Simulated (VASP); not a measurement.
# Si3C2 (P6/mmm) in VASP: notebook

Si3C2 is run at these levels: PBE; tasks: single point, relaxation of cell and atoms.

Program: VASP 6.6.1. These are calculated values, not measurements. Logs are shortened: lines on timing, memory, paths and dates and some standing lists are left out, and cuts for length are marked.

## 1. The cell of the first run

It takes space group P6/mmm (No. 191, hexagonal). The conventional cell has a = 2.758 Å, b = 2.758 Å, c = 10.227 Å, α = 90.00°, β = 90.00°, γ = 120.00°. Within 2.4 Å of Si (site symmetry 6mm) lie 1 C at 1.82 Å. Si (site symmetry 6/mmm) has 8 Si at 2.68 to 2.76 Å within 3.5 Å. Within 1.7 Å of C (site symmetry 6mm) lie 1 C at 1.24 Å.

## 2. Single point, PBE

File INCAR:

```
  PREC = Accurate
  ENCUT = 520
  EDIFF = 1E-7
  ISMEAR = 0
  SIGMA = 0.1
  LREAL = False
  LASPH = True
  NELM = 80
  ALGO = Normal
  ISIF = 2
  LWAVE = False
  LCHARG = True
  GGA = PE
  LELF = True
  LVHAR = True
  NBANDS = 18
```

File KPOINTS:

```
Automatic mesh
0
Gamma
  6 6 2
```

File POSCAR:

```
Si3C2
1.0
    2.7579483394      0.0000000031      0.0000000000
   -1.3789741723      2.3884533227      0.0000000000
    0.0000000000      0.0000000000     10.2266881050
Si C
3 2
Direct
    0.0000000000      0.0000000000      0.7620955146
    0.0000000000      0.0000000000      0.2379044854
    0.0000000000      0.0000000000      0.5000000000
    0.0000000000      0.0000000000      0.9395726923
    0.0000000000      0.0000000000      0.0604273077
```

Potentials or basis: VASP PAW PBE potentials, release 64 (Si, C).

Command:

```sh
$ cat potpaw_PBE.64/Si/POTCAR potpaw_PBE.64/C/POTCAR > POTCAR
$ mpirun -np 1 vasp_std > vasp.out
```

OUTCAR:

```text
PREC = Accurate
   ENCUT = 520
   EDIFF = 1E-7
   ISMEAR = 0
   LREAL = False
   LASPH = True
   NELM = 80
   ISIF = 2
   GGA = PE

 ion  position               nearest neighbor table
   1  0.000  0.000  0.762-   4 1.82   3 2.68
   2  0.000  0.000  0.238-   5 1.82   3 2.68
   3  0.000  0.000  0.500-   1 2.68   2 2.68
   4  0.000  0.000  0.940-   5 1.24   1 1.82
   5  0.000  0.000  0.060-   4 1.24   2 1.82

  LATTYP: Found a hexagonal cell.
 ALAT       =     2.7579483394
 C/A-ratio  =     3.7080781967

  Lattice vectors:

 A1 = (   2.7579483394,   0.0000000031,   0.0000000000)
 A2 = (  -1.3789741723,   2.3884533227,   0.0000000000)
 A3 = (   0.0000000000,   0.0000000000,  10.2266881050)

Analysis of symmetry for initial positions (statically):
=====================================================================
 Subroutine PRICEL returns:
 Original cell was already a primitive cell.

 Routine SETGRP: Setting up the symmetry group for a
 hexagonal supercell.

 Subroutine GETGRP returns: Found 24 space group operations
 (whereof 24 operations were pure point group operations)
 out of a pool of 24 trial point group operations.

The static configuration has the point symmetry D_6h.

Analysis of symmetry for dynamics (positions and initial velocities):
=====================================================================
 Subroutine PRICEL returns:
 Original cell was already a primitive cell.

 Routine SETGRP: Setting up the symmetry group for a
 hexagonal supercell.

 Subroutine GETGRP returns: Found 24 space group operations
 (whereof 24 operations were pure point group operations)
 out of a pool of 24 trial point group operations.

The dynamic configuration has the point symmetry D_6h.

 Subroutine INISYM returns: Found 24 space group operations
 (whereof 24 operations are pure point group operations),
 and found     1 'primitive' translations

----------------------------------------------------------------------------------------

                                     Primitive cell

  volume of cell :      67.3656

  direct lattice vectors                    reciprocal lattice vectors
     2.757948339  0.000000003  0.000000000     0.362588372  0.209340495  0.000000000
[... 80 lines left out ...]
   NELM   =     80;   NELMIN=  2; NELMDL= -5     # of ELM steps
   EDIFF  = 0.1E-06   stopping-criterion for ELM
   LREAL  =      F    real-space projection
   EDIFFG = 0.1E-05   stopping-criterion for IOM
   NSW    =      0    number of steps for IOM
   IBRION =     -1    ionic relax: 0-MD 1-quasi-New 2-CG
   NFREE  =      0    steps in history (QN), initial steepest desc. (CG)
   ISIF   =      2    stress and relaxation
   ISYM   =      2    0-nonsym 1-usesym 2-fastsym
   POTIM  = 0.5000    time-step for ionic-motion
   TEBEG  =    0.0;   TEEND  =   0.0 temperature during run
   PSTRESS=    0.0 pullay stress
   NELECT =      20.0000    total number of electrons
   NUPDOWN=      -1.0000    fix difference up-down
   EMIN   =  10.00;   EMAX   =-10.00  energy-range for DOS
   EFERMI =   0.00;   METHOD = LEGACY
   ISMEAR =     0;   SIGMA  =   0.10  broadening in eV -4-tet -1-fermi 0-gaus
   EFERMI_NEDOS =   21; number of points for ismear=-14 and -15
   IALGO  =     38    algorithm
   IMIX   =      4    mixing-type and parameters
     AMIX     =   0.40;   BMIX     =  1.00
     AMIX_MAG =   1.60;   BMIX_MAG =  1.00
  volume/ion in A,a.u.               =      13.47        90.92
  Fermi-wavevector in a.u.,A,eV,Ry     =   1.092125  2.063816 16.228161  1.192736
  Thomas-Fermi vector in A             =   2.228384
   LORBIT       =      0    0 simple, 1 ext, 2 COOP (PROOUT), +10 PAW based schemes
   GGA     = PE    functional components
   LHFCALC =     F    Hartree Fock is set to
   AEXX    =    0.0000 exact exchange contribution
   IVDW    =     0    specifies the selected vdW correction
   LEPSILON=     F    determine dielectric tensor
   LRPA    =     F    only Hartree local field effects (RPA)
 non-spin polarized calculation
 Gauss-broadening in eV      SIGMA  =   0.10
  energy-cutoff  :      520.00
  volume of cell :       67.37
 maximum number of plane-waves:      1830
 NGX is ok and might be reduce to    24
   NGX = 11   NGY = 11   NGZ = 39

 number of electron      20.0000001 magnetization

 Free energy of the ion-electron system (eV)
  ---------------------------------------------------
  ext. energy  EPLUGINS =         0.00000000
  ---------------------------------------------------
  free energy    TOTEN  =       -29.77158718 eV

  energy without entropy =      -29.75877105  energy(sigma->0) =      -29.76517912

 E-fermi :   7.1984     XC(G=0): -10.6329

 val. band max:        7.1299369246   @ k =   0.1667   0.0000   0.5000
 cond. band min:       7.2709356595   @ k =   0.3333   0.0000   0.5000
 fundamental gap:      0.1409987349
 Fermi energy:         7.1984231845

 k-point     1 :       0.0000    0.0000    0.0000
  band No.  band energies     occupation
      1      -8.5166      2.00000
      2      -5.6805      2.00000
      3      -5.4033      2.00000
      4      -3.1970      2.00000
      5      -0.9320      2.00000
      6       2.1827      2.00000
[... 271 lines left out ...]
      5       2.2705      2.00000
      6       2.2705      2.00000
[... 10 lines left out ...]
     17      11.8891      0.00000
     18      12.7558      0.00000

------------------------ aborting loop because EDIFF is reached ----------------------------------------

  FORCE on cell =-STRESS in cart. coord.  units (eV):
  Direction    XX          YY          ZZ          XY          YZ          ZX
  --------------------------------------------------------------------------------------
  -------------------------------------------------------------------------------------
  Total        0.1010822      0.1010822      0.0069314      0.0000000     -0.0000000     -0.0000000
  in kB        2.4040724      2.4040724      0.1648521      0.0000000     -0.0000000     -0.0000000
  external PRESSURE =       1.6576656 kB  Pullay stress =       0.0000000 kB

 VOLUME and BASIS-vectors are now :
 -----------------------------------------------------------------------------
  energy-cutoff  :      520.00
  volume of cell :       67.37
      direct lattice vectors                 reciprocal lattice vectors
     2.757948339  0.000000003  0.000000000     0.362588372  0.209340495  0.000000000
    -1.378974172  2.388453323  0.000000000    -0.000000000  0.418680989  0.000000000
     0.000000000  0.000000000 10.226688105     0.000000000  0.000000000  0.097783367

 POSITION                                       TOTAL-FORCE (eV/Angst)
 -----------------------------------------------------------------------------------
      0.00000      0.00000      7.79371        -0.000000      0.000000      0.015261
      0.00000      0.00000      2.43297         0.000000     -0.000000     -0.015261
      0.00000      0.00000      5.11334        -0.000000      0.000000      0.000000
      0.00000      0.00000      9.60872         0.000000      0.000000     -0.095362
      0.00000      0.00000      0.61797         0.000000     -0.000000      0.095362
 -----------------------------------------------------------------------------------
    total drift:                               -0.000000     -0.000000      0.000000

  FREE ENERGIE OF THE ION-ELECTRON SYSTEM (eV)
  ---------------------------------------------------
  free  energy   TOTEN  =       -29.7715871838 eV

  energy  without entropy=      -29.7587710518  energy(sigma->0) =      -29.76517912
```

stdout:

```text
POSCAR found type information on POSCAR SiC
 POSCAR found :  2 types and       5 ions
 scaLAPACK will be used
 LDA part: xc-table for (Slater+PW92), standard interpolation
 POSCAR, INCAR and KPOINTS ok, starting setup
 FFT: planning ... GRIDC
 FFT: planning ... GRID_SOFT
 FFT: planning ... GRID
 WAVECAR not read
 entering main loop
```

Run time: 41 s. Hardware: 1 thread of Intel Xeon 8259CL, shared host; peak memory 0.2 GiB.

Results:

```yaml
Free_energy: -29.7716 eV
Pressure: 0.2 GPa
Largest_force: 0.095 eV/Å
Band_gap_on_the_k_mesh: zero (bands 10 and 11 overlap by 6.14 eV)
```

Forces on the atoms (eV/Å):
```
Si   0.000  0.000  0.015
Si   0.000  0.000 -0.015
Si   0.000  0.000  0.000
C    0.000  0.000 -0.095
C    0.000  0.000  0.095
```

Stress tensor (GPa, compression positive):
```
0.24 0.00 0.00
0.00 0.24 0.00
0.00 0.00 0.02
```

Caveat: the k points lie up to 0.44 Å⁻¹ apart, too coarse for converged energies and pressures of a metal.

## 3. Single point, PBE

This run uses another cell than the first one, of 14.24 Å³/atom.

File INCAR:

```
ALGO = Normal
EDIFF = 1E-6
ENCUT = 520
GGA = PE
ISIF = 2
ISMEAR = 0
LASPH = True
LCHARG = False
LREAL = False
LWAVE = False
NBANDS = 18
NELM = 80
PREC = Accurate
SIGMA = 0.1
```

File KPOINTS:

```
k-points
0
Gamma
  6 6 2
```

File POSCAR:

```
Si3C2
1.0
    2.5969415100      0.0000000000      0.0000000000
   -1.2984707600      2.2490173200      0.0000000000
    0.0000000000      0.0000000000     12.1933952200
Si C
3 2
Direct
    0.0000000000      0.0000000000      0.7000000000
    0.0000000000      0.0000000000      0.3000000000
    0.0000000000      0.0000000000      0.5000000000
    0.0000000000      0.0000000000      0.9000000000
    0.0000000000      0.0000000000      0.1000000000
```

Potentials or basis: VASP PAW PBE potentials, release 64 (Si, C).

Command:

```sh
$ cat potpaw_PBE.64/Si/POTCAR potpaw_PBE.64/C/POTCAR > POTCAR
$ mpirun -np 1 vasp_std > vasp.out
```

It took 36 s on 1 thread of Intel Xeon 8259CL, shared host; peak memory 0.18 GiB.

Results (log left out):

| Quantity | Value |
| --- | --- |
| Free energy | -23.7110 eV |
| Pressure | -11.8 GPa |
| Largest force | 2.022 eV/Å |
| Band gap on the k mesh | zero (bands 10 and 11 overlap by 6.08 eV) |

Forces in eV/Å, atoms in the order of the input:
```
Si   0.000  0.000  2.022
Si   0.000  0.000 -2.022
Si   0.000  0.000  0.000
C    0.000  0.000 -0.167
C    0.000  0.000  0.167
```

Stress tensor (GPa, compression positive):
```
-11.91   0.00   0.00
  0.00 -11.91   0.00
  0.00   0.00 -11.71
```

Levels at points of the mesh, in eV from the Fermi level:
```tsv
k point	band 8	band 9	band 10	band 11	band 12	band 13
(0.00, 0.00, 0.00)	0.30	0.62	4.08	4.08	4.47	4.47
(0.50, 0.00, 0.00)	-3.65	-3.09	-2.56	-0.52	-0.35	2.44
(0.00, 0.00, 0.50)	-2.29	2.54	4.08	4.08	4.47	4.47
(0.50, 0.00, 0.50)	-3.47	-3.03	-2.28	-1.94	1.68	1.75
```

Caveat: the k points lie up to 0.47 Å⁻¹ apart, too coarse for converged energies and pressures of a metal; forces of over 1 eV/Å act on the atoms, so gaps and moduli don't describe the material at rest.

## 4. Relaxation of cell and atoms, PBE

This run uses another cell than the first one, of 14.24 Å³/atom.

File INCAR:

```
SYSTEM = Si3C2
ALGO = Normal
EDIFF = 1E-6
EDIFFG = -0.04
ENCUT = 600
GGA = PE
IBRION = 2
ISIF = 3
ISMEAR = 0
LASPH = .True.
LCHARG = .False.
LREAL = .False.
LWAVE = .False.
NELM = 60
NSW = 90
PREC = Accurate
SIGMA = 0.1
```

File KPOINTS:

```
k-points
0
Gamma
  6 6 2
  0 0 0
```

POSCAR is that of step 3.

Command:

```sh
$ cat potpaw_PBE.64/Si/POTCAR potpaw_PBE.64/C/POTCAR > POTCAR
$ mpirun -np 1 vasp_std > vasp.out
```

It took 18 min on 1 thread of Intel Xeon 8259CL, shared host; peak memory 0.23 GiB.

Results (log left out):

```
Free energy                           : -29.7788 eV
Relaxed volume                        : 13.42 Å³/atom
Relaxed cell                          : a = 2.756 Å, b = 2.756 Å, c = 10.207 Å, α = 90.00°, β = 90.00°, γ = 120.00°
Space group after relaxing (to 0.1 Å) : P6/mmm (No. 191)
Pressure after relaxing               : 0.3 GPa
Largest force after relaxing          : 0.013 eV/Å
Band gap on the k mesh                : zero (bands 10 and 11 overlap by 6.18 eV)
```

Forces in eV/Å, atoms in the order of the input:
```
Si   0.000  0.000  0.010
Si   0.000  0.000 -0.010
Si   0.000  0.000  0.000
C    0.000  0.000  0.013
C    0.000  0.000 -0.013
```

Stress tensor (GPa, compression positive):
```
0.29 0.00 0.00
0.00 0.29 0.00
0.00 0.00 0.19
```

Final structure:
```xyz
5
Lattice="2.7555 0.0000 0.0000 -1.3778 2.3863 0.0000 0.0000 0.0000 10.2067" Properties=species:S:1:pos:R:3 pbc="T T T"
Si    0.0000    0.0000    7.7737
Si    0.0000    0.0000    2.4330
Si    2.7555    0.0000    5.1034
C     0.0000    0.0000    9.5880
C     0.0000    0.0000    0.6187
```

Levels at points of the mesh, in eV from the Fermi level:
```
           k point  band 8  band 9  band 10  band 11  band 12  band 13
(0.00, 0.00, 0.00)    0.32    0.32     3.39     6.36     6.36     7.12
(0.50, 0.00, 0.00)   -3.97   -2.71    -1.04    -1.03     0.64     2.38
(0.00, 0.00, 0.50)    0.32    0.32     2.70     6.35     6.35     7.76
(0.50, 0.00, 0.50)   -3.50   -3.45    -1.53    -1.04     1.65     2.74
```

Caveat: the k points lie up to 0.44 Å⁻¹ apart in the final cell, too coarse for converged energies and pressures of a metal; a cell axis changed by over 15 % at a fixed basis, so the end point is rough.

(Part 1 of 2 ends here.)
